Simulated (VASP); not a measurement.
# Cu: relaxation of the atoms with LDA

Cu, a slab with vacuum:

```
CELL_PARAMETERS angstrom
2.48737 0.00000 0.00000
-1.24369 2.15413 0.00000
0.00000 0.00000 20.06190
ATOMIC_POSITIONS crystal
Cu 0.16667 0.33333 0.40025
Cu 0.50000 0.00000 0.50000
Cu 0.83333 0.66667 0.59975
```

| Quantity | Value |
| --- | --- |
| Program | VASP 6.6.1 |
| Task | relaxation of the atoms |
| Functional | LDA |
| Potentials or basis | VASP PAW LDA potentials, release 64 (Cu) |
| Cutoff | 520 eV |
| k mesh | 17 × 17 × 1 |
| Occupations | fermi-dirac, width 0.05 eV |
| Spin | no spin polarisation |
| Dipole correction | yes |
| Further INCAR settings | ALGO = Normal; EDIFF = 1e-06; IBRION = 2; EDIFFG = -0.01; NSW = 32 |

```yaml
Energy_gained_by_relaxing: 0.1 meV/atom
Ionic_steps: 3
```

The path:
```tsv
step	energy change (eV)	largest force (eV/Å)	pressure (GPa)
1	0.0000	0.0363	-1.12
2	-0.0001	0.0256	-1.10
3	-0.0002	0.0002	-1.24
```

Final structure:
```yaml
crystal:
  lattice:
    - [2.48737, 0.00000, 0.00000]
    - [-1.24369, 2.15413, 0.00000]
    - [0.00000, 0.00000, 20.06190]
  atoms:
    - { symbol: Cu, position: [0.16667, 0.33333, 0.39996] }
    - { symbol: Cu, position: [0.50000, 0.00000, 0.50000] }
    - { symbol: Cu, position: [0.83333, 0.66667, 0.60004] }
```

Levels at points of the mesh, in eV from the Fermi level:
| k point | band 13 | band 14 | band 15 | band 16 | band 17 | band 18 | band 19 | band 20 |
| --- | --- | --- | --- | --- | --- | --- | --- | --- |
| (0.00, 0.00, 0.00) | -2.22 | -1.88 | -1.88 | -1.61 | -1.61 | -1.60 | -0.15 | 4.57 |

Wall time 3.7 min on 1 thread of AMD EPYC 7R13 (shared host), peak memory 0.17 GiB.
